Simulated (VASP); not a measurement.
# KZnF3 (P4/mmm) in VASP: a series of runs, part 2 of 2

VASP 6.6.1.

## Step 3: Single point, r2SCAN

This run uses another cell than the first one, of the same volume but with other edges.

File POSCAR:

```
KZnF3
1.0
    3.9846659946      0.0000000000      0.0000000000
    0.0000000000      3.9846659946      0.0000000000
    0.0000000000      0.0000000000      4.1838992943
K Zn F
1 1 3
Direct
    0.0000000000      0.0000000000      0.0000000000
    0.5000000000      0.5000000000      0.5000000000
    0.5000000000      0.5000000000      0.0000000000
    0.0000000000      0.5000000000      0.5000000000
    0.5000000000      0.0000000000      0.5000000000
```

File INCAR.step1:

```
SYSTEM = KZnF3
PREC = Accurate ; ENCUT = 520
ISMEAR = 0 ; SIGMA = 0.05
LREAL = .False. ; LASPH = .True.
NELM = 100 ; NBANDS = 29
GGA = PE ; ALGO = Normal
EDIFF = 1E-4 ; LWAVE = .True.
LCHARG = .False.
```

File INCAR.step2:

```
SYSTEM = KZnF3
PREC = Accurate ; ENCUT = 520
EDIFF = 1E-6 ; ISMEAR = 0
SIGMA = 0.05 ; LREAL = .False.
LASPH = .True. ; NELM = 100
ALGO = Normal ; ISIF = 2
LWAVE = .False. ; LCHARG = .False.
METAGGA = R2SCAN ; LMIXTAU = .True.
NBANDS = 29 ; ISTART = 1
```

File KPOINTS:

```
regular mesh
0
Gamma
  6 6 6
  0 0 0
```

Potentials or basis: VASP PAW PBE potentials, release 64 (K_sv, Zn, F).

Started as:

```console
$ cat potpaw_PBE.64/K_sv/POTCAR potpaw_PBE.64/Zn/POTCAR potpaw_PBE.64/F/POTCAR > POTCAR
$ cp INCAR.step1 INCAR
$ mpirun -np 1 vasp_std > vasp.out
$ cp INCAR.step2 INCAR
$ mpirun -np 1 vasp_std > vasp.out
```

OUTCAR:

```text
SYSTEM = KZnF3
   PREC = Accurate
   ENCUT = 520
   EDIFF = 1E-6
   ISMEAR = 0
   LREAL = .False.
   LASPH = .True.
   NELM = 100
   ISIF = 2
   METAGGA = R2SCAN
   ISTART = 1

 ion  position               nearest neighbor table
   1  0.000  0.000  0.000-   3 2.82   3 2.82   3 2.82   3 2.82
   2  0.500  0.500  0.500-   4 1.99   5 1.99   5 1.99   4 1.99   3 2.09   3 2.09
   3  0.500  0.500  0.000-   2 2.09   2 2.09   1 2.82   1 2.82   1 2.82   1 2.82
   4  0.000  0.500  0.500-   2 1.99   2 1.99
   5  0.500  0.000  0.500-   2 1.99   2 1.99

  LATTYP: Found a simple tetragonal cell.
 ALAT       =     3.9846659946
 C/A-ratio  =     1.0500000000

  Lattice vectors:

 A1 = (   3.9846659946,   0.0000000000,   0.0000000000)
 A2 = (   0.0000000000,   3.9846659946,   0.0000000000)
 A3 = (   0.0000000000,   0.0000000000,   4.1838992943)

Analysis of symmetry for initial positions (statically):
=====================================================================
 Subroutine PRICEL returns:
[... 177 lines left out ...]

 E-fermi :  -0.7986     XC(G=0): -10.4724

 val. band max:       -1.0800382983   @ k =   0.5000   0.5000   0.5000
 cond. band min:       3.3505424939   @ k =   0.0000   0.0000   0.0000
 fundamental gap:      4.4305807923
 Fermi energy:        -0.7985998461

 k-point     1 :       0.0000    0.0000    0.0000
  band No.  band energies     occupation
      1     -29.4165      2.00000
      2     -24.1578      2.00000
      3     -23.6133      2.00000
      4     -23.3108      2.00000
      5     -12.1679      2.00000
      6     -12.1208      2.00000
[... 757 lines left out ...]
     28      11.5429      0.00000
     29      12.1445      0.00000

 [... further k-points ...]

------------------------ aborting loop because EDIFF is reached ----------------------------------------

  FORCE on cell =-STRESS in cart. coord.  units (eV):
  Direction    XX          YY          ZZ          XY          YZ          ZX
  --------------------------------------------------------------------------------------
  -------------------------------------------------------------------------------------
  Total        0.8029630      0.8029630     -1.0106013      0.0000000     -0.0000000      0.0000000
  in kB       19.3660487     19.3660487    -24.3739196      0.0000000     -0.0000000      0.0000000
  external PRESSURE =       4.7860593 kB  Pullay stress =       0.0000000 kB

 VOLUME and BASIS-vectors are now :
 -----------------------------------------------------------------------------
  energy-cutoff  :      520.00
  volume of cell :       66.43
      direct lattice vectors                 reciprocal lattice vectors
     3.984665995  0.000000000  0.000000000     0.250962063  0.000000000  0.000000000
     0.000000000  3.984665995  0.000000000     0.000000000  0.250962063  0.000000000
     0.000000000  0.000000000  4.183899294     0.000000000  0.000000000  0.239011489

 POSITION                                       TOTAL-FORCE (eV/Angst)
 -----------------------------------------------------------------------------------
      0.00000      0.00000      0.00000         0.000000      0.000000      0.000000
      1.99233      1.99233      2.09195         0.000000      0.000000      0.000000
      1.99233      1.99233      0.00000         0.000000      0.000000      0.000000
      0.00000      1.99233      2.09195         0.000000      0.000000      0.000000
      1.99233      0.00000      2.09195         0.000000      0.000000      0.000000
 -----------------------------------------------------------------------------------
    total drift:                                0.000000      0.000000     -0.000000

  FREE ENERGIE OF THE ION-ELECTRON SYSTEM (eV)
  ---------------------------------------------------
  free  energy   TOTEN  =       -38.3257981527 eV

  energy  without entropy=      -38.3257981527  energy(sigma->0) =      -38.32579815
```

OSZICAR.step1:

```text
N       E                     dE             d eps       ncg     rms          rms(c)
DAV:   1     0.439632570211E+03    0.43963E+03   -0.22255E+04  2328   0.174E+03
DAV:   2     0.186162627181E+02   -0.42102E+03   -0.40001E+03  2514   0.454E+02
DAV:   3    -0.214901066981E+02   -0.40106E+02   -0.39812E+02  2761   0.144E+02
DAV:   4    -0.224725773504E+02   -0.98247E+00   -0.97982E+00  3511   0.212E+01
DAV:   5    -0.224871421302E+02   -0.14565E-01   -0.14560E-01  2763   0.229E+00    0.116E+01
DAV:   6    -0.202000781266E+02    0.22871E+01   -0.64085E+00  3306   0.348E+01    0.713E+00
DAV:   7    -0.202584827430E+02   -0.58405E-01   -0.13956E+00  2540   0.737E+00    0.457E+00
DAV:   8    -0.202697443506E+02   -0.11262E-01   -0.46582E-01  3020   0.131E+01    0.151E+00
DAV:   9    -0.202347077238E+02    0.35037E-01   -0.88466E-02  3542   0.891E+00    0.437E-01
DAV:  10    -0.202337056066E+02    0.10021E-02   -0.42769E-02  3386   0.407E+00    0.176E-01
DAV:  11    -0.202341489355E+02   -0.44333E-03   -0.66151E-03  2610   0.592E-01    0.112E-01
DAV:  12    -0.202341236137E+02    0.25322E-04   -0.13968E-04  1997   0.115E-01
   1 F= -.20234124E+02 E0= -.20234124E+02  d E =-.425364E-17
```

It took 3.3 min on 1 thread of Intel Xeon Platinum 8488C (Sapphire Rapids), shared host; peak memory 0.22 GiB.

Results:

```yaml
Free_energy: -38.3258 eV
Pressure: 0.5 GPa
Band_gap_on_the_k_mesh: 4.43 eV (least direct gap 6.52 eV)
```

Levels at points of the mesh, in eV from the valence-band top:
| k point | band 18 | band 19 | band 20 | band 21 | band 22 | band 23 | band 24 | band 25 |
| --- | --- | --- | --- | --- | --- | --- | --- | --- |
| (0.00, 0.00, 0.00) | -2.36 | -2.13 | -2.09 | -2.09 | 4.43 | 9.04 | 9.25 | 10.13 |
| (0.50, 0.00, 0.00) | -2.23 | -1.98 | -1.94 | -1.64 | 7.31 | 8.93 | 10.23 | 11.44 |
| (0.50, 0.50, 0.00) | -2.05 | -2.05 | -1.82 | 0.00 | 8.82 | 10.81 | 10.99 | 10.99 |
| (0.00, 0.00, 0.50) | -2.37 | -1.91 | -1.91 | -1.70 | 7.00 | 8.73 | 9.90 | 11.75 |
| (0.50, 0.00, 0.50) | -2.02 | -2.00 | -1.79 | -0.24 | 8.62 | 10.59 | 10.62 | 10.90 |
| (0.50, 0.50, 0.50) | -1.77 | -1.77 | -0.31 | 0.00 | 8.96 | 9.07 | 9.07 | 11.03 |

Caveat: the PAW data sets were made with another functional, which shifts forces and pressure a little. A k mesh can miss the band edges.
